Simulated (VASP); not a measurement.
**Sn: relaxation of cell and atoms with PBEsol**

Sn:

```
Sn
1.0
    -1.57727    1.57727    1.57727
     1.57727   -1.57727    1.57727
     1.57727    1.57727   -1.57727
Sn
1
Cartesian
  0.0000 0.0000 0.0000
```

```
Program                : VASP 6.6.1
Task                   : relaxation of cell and atoms
Functional             : PBEsol
Potentials or basis    : VASP PAW PBE potentials, release 64 (Sn_d)
Cutoff                 : 600 eV
k mesh                 : 17 × 17 × 17
Occupations            : fermi-dirac, width 0.1 eV
Spin                   : no spin polarisation
Target pressure        : 98 GPa
Dipole correction      : no
Further INCAR settings : ALGO = Normal; EDIFF = 1e-06; IBRION = 2; EDIFFG = -0.005; NSW = 32; ISIF = 3
```

* Relaxed volume: 15.70 Å³/atom
* Relaxed cell: a = 2.732 Å, b = 2.732 Å, c = 2.732 Å, α = 109.47°, β = 109.47°, γ = 109.47°
* Space group after relaxing (to 0.05 Å): Im-3m (No. 229)
* Energy change on relaxing (the enthalpy is what falls): -4.4 meV/atom
* Ionic steps: 5
* Pressure after relaxing: 98.0 GPa
* Band gap on the k mesh: zero (band 7 reaches 29.29 eV, above the bottom of band 8 at 12.12 eV)

Step by step:
```
step  energy change (eV)  largest force (eV/Å)  pressure (GPa)  volume (Å³)
   1              0.0000                0.0000           98.17        15.70
   2             -0.0226                0.0000           97.19        15.73
   3             -0.0032                0.0000           98.10        15.70
   4             -0.0054                0.0000           97.91        15.70
   5             -0.0044                0.0000           98.01        15.70
```

Final structure:
```cif
data_structure
_symmetry_space_group_name_H-M 'P 1'
_symmetry_Int_Tables_number 1
_cell_length_a 2.7323
_cell_length_b 2.7323
_cell_length_c 2.7323
_cell_angle_alpha 109.471
_cell_angle_beta 109.471
_cell_angle_gamma 109.471
_cell_volume 15.70
loop_
_atom_site_label
_atom_site_type_symbol
_atom_site_fract_x
_atom_site_fract_y
_atom_site_fract_z
_atom_site_occupancy
Sn1 Sn 0.00000 0.00000 0.00000 1
```

Levels at points of the mesh, in eV from the Fermi level:
```tsv
k point	band 3	band 4	band 5	band 6	band 7	band 8	band 9	band 10	band 11
(0.00, 0.00, 0.00)	-22.50	-21.86	-21.86	-16.45	12.58	12.58	12.58	14.60	14.60
```

Wall time 29 s on 1 thread of Intel(R) Xeon(R) 6975P-C (Granite Rapids), with other jobs on the host, peak memory 0.17 GiB.

Caveat: the cell is relaxed towards a set pressure, so the enthalpy falls and the energy may rise; the PAW data sets were made with another functional, which shifts forces and pressure a little; spin-orbit coupling is left out, which moves the levels of the heavy elements.
